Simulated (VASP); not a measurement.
# TaN (P-3m1) in VASP: a series of runs

Runs on TaN. Level: PBE. Tasks: single point.

Everything below comes from runs of VASP 6.6.1. Logs are shortened: lines on timing, memory, paths and dates and some standing lists are left out, and cuts for length are marked.

## Step 1: The cell of the first run

The structure is trigonal, space group P-3m1 (No. 164). Conventional cell: a = 3.088 Å, b = 3.088 Å, c = 6.153 Å, α = 90.00°, β = 90.00°, γ = 120.00°. Ta (site symmetry 3m) has 3 N at 2.15 Å within 2.8 Å. Within 1.9 Å of N (site symmetry 3m) lie 1 N at 1.42 Å.

The cell was built from a structure type or drawn by symmetry, and may not be a known phase.

## Step 2: Single point, PBE, collinear spin

Contents of INCAR:

```
  ALGO = Normal
  EDIFF = 1E-6
  ENCUT = 520
  GGA = PE
  ISIF = 2
  ISMEAR = 0
  ISPIN = 2
  LASPH = True
  LCHARG = False
  LMAXMIX = 4
  LORBIT = 11
  LREAL = False
  LWAVE = False
  MAGMOM = 1 1 0 0
  NBANDS = 28
  NELM = 150
  PREC = Accurate
  SIGMA = 0.1
```

Contents of KPOINTS:

```
k-points
0
Gamma
  6 6 4
```

Contents of POSCAR:

```
TaN
1.0
    3.0877321833      0.0000000000      0.0000000000
   -1.5438660916      2.6740545108      0.0000000000
    0.0000000000      0.0000000000      6.1530845340
Ta N
2 2
Direct
    0.3333333333      0.6666666667      0.1898232600
    0.6666666667      0.3333333333      0.8101767400
    0.0000000000      0.0000000000      0.6157467823
    0.0000000000      0.0000000000      0.3842532177
```

Potentials or basis: VASP PAW PBE potentials, release 64 (Ta_pv, N).

Launch:

```bash
$ cat potpaw_PBE.64/Ta_pv/POTCAR potpaw_PBE.64/N/POTCAR > POTCAR
$ mpirun -np 1 vasp_std > vasp.out
```

OUTCAR:

```text
EDIFF = 1E-6
   ENCUT = 520
   GGA = PE
   ISIF = 2
   ISMEAR = 0
   ISPIN = 2
   LASPH = True
   LORBIT = 11
   LREAL = False
   NELM = 150
   PREC = Accurate

 ion  position               nearest neighbor table
   1  0.333  0.667  0.190-   4 2.15   4 2.15   4 2.15   2 2.94   2 2.94   2 2.94
   2  0.667  0.333  0.810-   3 2.15   3 2.15   3 2.15   1 2.94   1 2.94   1 2.94
   3  0.000  0.000  0.616-   4 1.42   2 2.15   2 2.15   2 2.15
   4  0.000  0.000  0.384-   3 1.42   1 2.15   1 2.15   1 2.15

  LATTYP: Found a hexagonal cell.
 ALAT       =     3.0877321833
 C/A-ratio  =     1.9927520163

  Lattice vectors:

 A1 = (   3.0877321833,   0.0000000000,   0.0000000000)
 A2 = (  -1.5438660916,   2.6740545108,   0.0000000000)
 A3 = (   0.0000000000,   0.0000000000,   6.1530845340)

Analysis of symmetry for initial positions (statically):
=====================================================================
 Subroutine PRICEL returns:
 Original cell was already a primitive cell.

 Routine SETGRP: Setting up the symmetry group for a
 hexagonal supercell.

 Subroutine GETGRP returns: Found 12 space group operations
 (whereof 12 operations were pure point group operations)
 out of a pool of 24 trial point group operations.

The static configuration has the point symmetry D_3d.

Analysis of symmetry for dynamics (positions and initial velocities):
=====================================================================
 Subroutine PRICEL returns:
 Original cell was already a primitive cell.

 Routine SETGRP: Setting up the symmetry group for a
 hexagonal supercell.

 Subroutine GETGRP returns: Found 12 space group operations
 (whereof 12 operations were pure point group operations)
 out of a pool of 24 trial point group operations.

The dynamic configuration has the point symmetry D_3d.

Analysis of structural, dynamic, and magnetic symmetry:
=====================================================================
 Subroutine PRICEL returns:
 Original cell was already a primitive cell.

 Routine SETGRP: Setting up the symmetry group for a
 hexagonal supercell.

 Subroutine GETGRP returns: Found 12 space group operations
 (whereof 12 operations were pure point group operations)
 out of a pool of 24 trial point group operations.

The overall configuration has the point symmetry D_3d.

 Subroutine INISYM returns: Found 12 space group operations
 (whereof 12 operations are pure point group operations),
 and found     1 'primitive' translations

----------------------------------------------------------------------------------------

                                     Primitive cell

  volume of cell :      50.8046

  direct lattice vectors                    reciprocal lattice vectors
     3.087732183  0.000000000  0.000000000     0.323862285  0.186981977  0.000000000
    -1.543866092  2.674054511  0.000000000     0.000000000  0.373963955  0.000000000
     0.000000000  0.000000000  6.153084534     0.000000000  0.000000000  0.162520114

  length of vectors
     3.087732183  3.087732183  6.153084534     0.373963955  0.373963955  0.162520114

  position of ions in fractional coordinates (direct lattice)
     0.333333333  0.666666667  0.189823260
     0.666666667  0.333333333  0.810176740
     0.000000000  0.000000000  0.615746782
     0.000000000  0.000000000  0.384253218

  ion indices of the primitive-cell ions
   primitive index   ion index
                 1           1
                 2           2
                 3           3
                 4           4

----------------------------------------------------------------------------------------

 KPOINTS: k-points

Automatic generation of k-mesh.
 Grid dimensions read from file:
 generate k-points for:    6    6    4

 Generating k-lattice:

  Cartesian coordinates                     Fractional coordinates (reciprocal lattice)
     0.053977047  0.031163663  0.000000000     0.166666667 -0.000000000  0.000000000
     0.000000000  0.062327326  0.000000000     0.000000000  0.166666667  0.000000000
     0.000000000  0.000000000  0.040630029     0.000000000  0.000000000  0.250000000

  Length of vectors
     0.062327326  0.062327326  0.040630029

  Shift w.r.t. Gamma in fractional coordinates (k-lattice)
     0.000000000  0.000000000  0.000000000

 Subroutine IBZKPT returns following result:
 ===========================================

 Found     24 irreducible k-points:

 Following reciprocal coordinates:
            Coordinates               Weight
  0.000000  0.000000  0.000000      1.000000
  0.166667 -0.000000  0.000000      6.000000
  0.333333  0.000000  0.000000      6.000000
  0.500000 -0.000000  0.000000      3.000000
  0.166667  0.166667  0.000000      6.000000
  0.333333  0.166667  0.000000     12.000000
[... 16 lines left out ...]
  0.333333  0.166667  0.500000     12.000000
  0.333333  0.333333  0.500000      2.000000
[... 88 lines left out ...]
     28      18.8033      0.00000

 k-point     2 :       0.1667   -0.0000    0.0000
  band No.  band energies     occupation
      1     -28.6564      1.00000
      2     -28.4189      1.00000
      3     -28.2905      1.00000
      4     -28.2662      1.00000
      5     -28.1591      1.00000
      6     -28.1174      1.00000
[... 20 lines left out ...]
     27      15.2240      0.00000
     28      18.8886      0.00000

 k-point     3 :       0.3333    0.0000    0.0000
  band No.  band energies     occupation
      1     -28.7316      1.00000
      2     -28.6878      1.00000
      3     -28.4296      1.00000
      4     -28.3519      1.00000
      5     -28.2165      1.00000
      6     -28.1441      1.00000
[... 615 lines left out ...]
      2     -28.7494      1.00000
      3     -28.4950      1.00000
      4     -28.3796      1.00000
      5     -28.2896      1.00000
      6     -28.1732      1.00000
[... 20 lines left out ...]
     27      16.7223      0.00000
     28      17.6859      0.00000

 k-point    24 :       0.3333    0.3333    0.5000
  band No.  band energies     occupation
      1     -28.7283      1.00000
      2     -28.6620      1.00000
      3     -28.6620      1.00000
      4     -28.5544      1.00000
      5     -28.2232      1.00000
      6     -28.2232      1.00000
[... 20 lines left out ...]
     27      17.7047      0.00000
     28      17.9741      0.00000
 Fermi energy:         6.3449749394

 spin component 2

 k-point     1 :       0.0000    0.0000    0.0000
  band No.  band energies     occupation
      1     -28.7076      1.00000
      2     -28.2212      1.00000
      3     -28.2212      1.00000
      4     -28.1543      1.00000
      5     -28.1319      1.00000
      6     -28.1319      1.00000
[... 20 lines left out ...]
     27      14.9256      0.00000
     28      18.8033      0.00000

 k-point     2 :       0.1667   -0.0000    0.0000
  band No.  band energies     occupation
      1     -28.6564      1.00000
      2     -28.4190      1.00000
      3     -28.2906      1.00000
      4     -28.2663      1.00000
      5     -28.1591      1.00000
      6     -28.1174      1.00000
[... 20 lines left out ...]
     27      15.2240      0.00000
     28      18.8886      0.00000

 k-point     3 :       0.3333    0.0000    0.0000
  band No.  band energies     occupation
      1     -28.7317      1.00000
      2     -28.6879      1.00000
      3     -28.4297      1.00000
      4     -28.3519      1.00000
      5     -28.2165      1.00000
      6     -28.1441      1.00000
[... 616 lines left out ...]
      3     -28.4951      1.00000
      4     -28.3796      1.00000
      5     -28.2896      1.00000
      6     -28.1732      1.00000
[... 20 lines left out ...]
     27      16.7222      0.00000
     28      17.6859      0.00000

 k-point    24 :       0.3333    0.3333    0.5000
  band No.  band energies     occupation
      1     -28.7283      1.00000
      2     -28.6620      1.00000
      3     -28.6620      1.00000
      4     -28.5545      1.00000
      5     -28.2232      1.00000
      6     -28.2232      1.00000
[... 20 lines left out ...]
     27      17.7047      0.00000
     28      17.9741      0.00000

------------------------ aborting loop because EDIFF is reached ----------------------------------------

  FORCE on cell =-STRESS in cart. coord.  units (eV):
  Direction    XX          YY          ZZ          XY          YZ          ZX
  --------------------------------------------------------------------------------------
  -------------------------------------------------------------------------------------
  Total        0.0029817      0.0029817      0.2038510      0.0000000      0.0000000      0.0000000
  in kB        0.0940308      0.0940308      6.4286624      0.0000000      0.0000000      0.0000000
  external PRESSURE =       2.2055747 kB  Pullay stress =       0.0000000 kB

 VOLUME and BASIS-vectors are now :
 -----------------------------------------------------------------------------
  energy-cutoff  :      520.00
  volume of cell :       50.80
      direct lattice vectors                 reciprocal lattice vectors
     3.087732183  0.000000000  0.000000000     0.323862285  0.186981977  0.000000000
    -1.543866092  2.674054511  0.000000000     0.000000000  0.373963955  0.000000000
     0.000000000  0.000000000  6.153084534     0.000000000  0.000000000  0.162520114

 POSITION                                       TOTAL-FORCE (eV/Angst)
 -----------------------------------------------------------------------------------
     -0.00000      1.78270      1.16800        -0.000000      0.000000     -0.050088
      1.54387      0.89135      4.98509         0.000000     -0.000000      0.050088
      0.00000      0.00000      3.78874        -0.000000      0.000000      0.002921
      0.00000      0.00000      2.36434         0.000000      0.000000     -0.002921
 -----------------------------------------------------------------------------------
    total drift:                                0.000000     -0.000000     -0.000000

  FREE ENERGIE OF THE ION-ELECTRON SYSTEM (eV)
  ---------------------------------------------------
  free  energy   TOTEN  =       -41.8641010753 eV

  energy  without entropy=      -41.8599274739  energy(sigma->0) =      -41.86201427

 total charge

# of ion       s       p       d       tot
------------------------------------------
    1        0.336   6.246   2.271   8.854
    2        0.336   6.246   2.271   8.854
    3        1.238   2.515   0.000   3.753
    4        1.238   2.515   0.000   3.753
--------------------------------------------------
tot          3.149  17.522   4.543  25.213

 magnetization (x)

# of ion       s       p       d       tot
------------------------------------------
    1       -0.000  -0.000  -0.000  -0.000
    2       -0.000  -0.000  -0.000  -0.000
    3        0.000   0.000   0.000   0.000
    4        0.000   0.000   0.000   0.000
--------------------------------------------------
tot         -0.000   0.000  -0.000  -0.000
```

Run time: 68 s. Hardware: 1 thread of Intel Xeon 8259CL, shared host; peak memory 0.21 GiB.

Results:

| Item | Value |
| --- | --- |
| Free energy | -41.8641 eV |
| Pressure | 0.2 GPa |
| Largest force | 0.050 eV/Å |
| Band gap on the k mesh | zero (filled and empty bands overlap) |
| Net moment | 0.00 μB per cell |
| Valence electrons inside the program's atomic spheres | Ta 8.85; N 3.75 |

Forces on the atoms (eV/Å):
```
Ta   0.000  0.000 -0.050
Ta   0.000  0.000  0.050
N    0.000  0.000  0.003
N    0.000  0.000 -0.003
```

Levels at points of the mesh, in eV from the Fermi level:
Spin up:
```tsv
k point	band 13	band 14	band 15	band 16	band 17	band 18	band 19	band 20
(0.00, 0.00, 0.00)	-3.03	-2.91	-2.85	0.50	0.50	0.67	2.01	2.01
(0.50, 0.00, 0.00)	-2.04	-1.87	-1.77	-0.64	-0.56	1.87	4.45	4.48
(0.00, 0.00, 0.50)	-2.75	-2.75	-0.95	-0.17	1.14	1.14	1.82	1.82
(0.50, 0.00, 0.50)	-2.93	-2.62	-1.95	-1.15	0.71	2.88	4.42	4.80
```
Spin down:
```csv
k point,band 12,band 13,band 14,band 15,band 16,band 17,band 18,band 19,band 20,band 21
"(0.00, 0.00, 0.00)",-3.03,-3.03,-2.91,-2.85,0.50,0.50,0.67,2.01,2.01,4.33
"(0.50, 0.00, 0.00)",-4.81,-2.04,-1.87,-1.77,-0.64,-0.56,1.87,4.45,4.48,4.63
"(0.00, 0.00, 0.50)",-4.25,-2.75,-2.75,-0.95,-0.17,1.14,1.14,1.82,1.82,2.50
"(0.50, 0.00, 0.50)",-4.25,-2.93,-2.62,-1.95,-1.15,0.71,2.88,4.42,4.80,4.81
```

Caveat: the k points lie up to 0.39 Å⁻¹ apart, too coarse for converged energies and pressures of a metal; spin-orbit coupling is left out, which moves the levels of the heavy elements.

## Step 3: Single point, PBE, collinear spin

This run uses another cell than the first one, of 12.88 Å³/atom.

Contents of INCAR:

```
SYSTEM = TaN
PREC = Accurate
ENCUT = 520
EDIFF = 1E-6
ISMEAR = 0
SIGMA = 0.1
LREAL = .False.
LASPH = .True.
NELM = 150
ALGO = Normal
ISIF = 2
LWAVE = .False.
LCHARG = .False.
ISPIN = 2
MAGMOM = 1 1 0 0
LORBIT = 11
LMAXMIX = 4
GGA = PE
NBANDS = 28
```

Contents of KPOINTS:

```
regular mesh
0
Gamma
  6 6 4
  0 0 0
```

Contents of POSCAR:

```
TaN
1.0
    3.8959504000      0.0000000000      0.0000000000
   -1.9479752000      3.3739920200      0.0000000000
    0.0000000000      0.0000000000      3.9207426700
Ta N
2 2
Direct
    0.3333333300      0.6666666700      0.0340170900
    0.6666666700      0.3333333300      0.9659829100
    0.0000000000      0.0000000000      0.6579053700
    0.0000000000      0.0000000000      0.3420946300
```

Potentials or basis: VASP PAW PBE potentials, release 64 (Ta_pv, N).

Launch:

```bash
$ cat potpaw_PBE.64/Ta_pv/POTCAR potpaw_PBE.64/N/POTCAR > POTCAR
$ mpirun -np 1 vasp_std > vasp.out
```

Wall time 82 s (1 thread of Intel Xeon 8259CL, shared host); peak memory 0.22 GiB.

Results (log left out):

- Free energy: -30.8582 eV
- Pressure: 35.7 GPa
- Largest force: 2.924 eV/Å
- Band gap on the k mesh: zero (filled and empty bands overlap)
- Net moment: 0.00 μB per cell
- Valence electrons inside the program's atomic spheres: Ta 9.53; N 3.75

Forces in eV/Å, atoms in the order of the input:
```
Ta   0.000  0.000  1.136
Ta   0.000  0.000 -1.136
N    0.000  0.000  2.924
N    0.000  0.000 -2.924
```

Stress tensor (GPa, compression positive):
```
49.74  0.00  0.00
 0.00 49.74  0.00
 0.00  0.00  7.47
```

Levels at points of the mesh, in eV from the Fermi level:
Spin up:
```csv
k point,band 12,band 13,band 14,band 15,band 16,band 17,band 18,band 19,band 20,band 21
"(0.00, 0.00, 0.00)",-3.10,-1.53,-1.53,-1.07,-1.07,0.44,2.08,2.24,2.24,2.30
"(0.50, 0.00, 0.00)",-3.28,-2.43,-1.63,-1.61,-1.27,0.21,1.03,1.52,3.10,4.50
"(0.00, 0.00, 0.50)",-3.09,-3.09,-1.43,-1.43,-1.27,1.22,1.69,1.76,1.76,4.26
"(0.50, 0.00, 0.50)",-3.37,-3.10,-2.49,-0.45,-0.35,1.12,1.44,1.49,3.68,4.94
```
Spin down:
| k point | band 12 | band 13 | band 14 | band 15 | band 16 | band 17 | band 18 | band 19 | band 20 | band 21 |
| --- | --- | --- | --- | --- | --- | --- | --- | --- | --- | --- |
| (0.00, 0.00, 0.00) | -3.10 | -1.53 | -1.53 | -1.07 | -1.07 | 0.44 | 2.08 | 2.24 | 2.24 | 2.30 |
| (0.50, 0.00, 0.00) | -3.28 | -2.43 | -1.63 | -1.61 | -1.27 | 0.21 | 1.03 | 1.52 | 3.10 | 4.50 |
| (0.00, 0.00, 0.50) | -3.09 | -3.09 | -1.43 | -1.43 | -1.27 | 1.22 | 1.69 | 1.76 | 1.76 | 4.26 |
| (0.50, 0.00, 0.50) | -3.37 | -3.10 | -2.49 | -0.45 | -0.35 | 1.12 | 1.44 | 1.49 | 3.68 | 4.94 |

Caveat: the k points lie up to 0.40 Å⁻¹ apart, too coarse for converged energies and pressures of a metal; the standard files for N, O and F lose accuracy on very short bonds; spin-orbit coupling is left out, which moves the levels of the heavy elements; forces of over 1 eV/Å act on the atoms, so gaps and moduli don't describe the material at rest.

## Step 4: Single point, PBE

Contents of INCAR:

```
ALGO = Normal
EDIFF = 1E-7
ENCUT = 520
GGA = PE
ISIF = 2
ISMEAR = 0
LASPH = True
LCHARG = True
LELF = True
LREAL = False
LVHAR = True
LWAVE = False
NBANDS = 24
NELM = 80
PREC = Accurate
SIGMA = 0.1
```

Contents of KPOINTS:

```
k-points
0
Gamma
  18 18 8
```

Contents of POSCAR:

```
TaN
1.0
    3.0837807421      0.0000000000      0.0000000000
   -1.5418903710      2.6706324624      0.0000000000
    0.0000000000      0.0000000000      6.1702563498
Ta N
2 2
Direct
    0.3333333333      0.6666666667      0.1907773985
    0.6666666667      0.3333333333      0.8092226015
    0.0000000000      0.0000000000      0.6157788124
    0.0000000000      0.0000000000      0.3842211876
```

Launch:

```bash
$ cat potpaw_PBE.64/Ta_pv/POTCAR potpaw_PBE.64/N/POTCAR > POTCAR
$ mpirun -np 1 vasp_std > vasp.out
```

It took 4.9 min on 1 thread of Intel Xeon 8259CL, shared host; peak memory 0.39 GiB.

The run converged. Its results:

```
Free energy            : -41.8489 eV
Pressure               : 0.3 GPa
Largest force          : 0.037 eV/Å
Band gap on the k mesh : zero (bands 16 and 17 overlap by 1.17 eV)
```

Forces in eV/Å, atoms in the order of the input:
```
Ta   0.000  0.000 -0.037
Ta   0.000  0.000  0.037
N    0.000  0.000  0.004
N    0.000  0.000 -0.004
```

Stress tensor (GPa, compression positive):
```
0.23 0.00 0.00
0.00 0.23 0.00
0.00 0.00 0.38
```

Levels at points of the mesh, in eV from the Fermi level:
| k point | band 14 | band 15 | band 16 | band 17 | band 18 | band 19 |
| --- | --- | --- | --- | --- | --- | --- |
| (0.00, 0.00, 0.00) | -2.89 | -2.80 | 0.57 | 0.57 | 0.71 | 2.05 |
| (0.50, 0.00, 0.00) | -1.81 | -1.72 | -0.59 | -0.56 | 1.98 | 4.53 |
| (0.00, 0.00, 0.50) | -2.74 | -0.86 | -0.19 | 1.21 | 1.21 | 1.86 |
| (0.50, 0.00, 0.50) | -2.59 | -1.89 | -1.12 | 0.73 | 2.97 | 4.47 |

Caveat: spin-orbit coupling is left out, which moves the levels of the heavy elements.

## Step 5: The runs side by side

```csv
spin,cell,k mesh,gap on the mesh (eV),pressure (GPa),moment (μB),largest force (eV/Å)
collinear,"a = 3.088, b = 3.088, c = 6.153 Å, angles 90.0, 90.0, 120.0°, 4 atoms, atomic positions A",6 × 6 × 4,none,0.2,0.00,0.05
collinear,"a = 3.896, b = 3.896, c = 3.921 Å, angles 90.0, 90.0, 120.0°, 4 atoms, atomic positions B",6 × 6 × 4,none,35.7,0.00,2.92
off,"a = 3.084, b = 3.084, c = 6.170 Å, angles 90.0, 90.0, 120.0°, 4 atoms, atomic positions A",18 × 18 × 8,none,0.3,-,0.04
```

Alike in all rows: task single point; level PBE; potentials or basis VASP PAW PBE potentials, release 64 (Ta_pv, N); cutoff (eV) 520; smearing gaussian 0.1 eV.

Caveats: some runs use coarse meshes; spin-orbit coupling is left out, which moves the levels of the heavy elements; the standard files for N, O and F lose accuracy on very short bonds (at least some runs); forces of over 1 eV/Å act on the atoms, so gaps and moduli don't describe the material at rest (at least some runs).

Absolute energies hang on the potentials; compare differences alone.
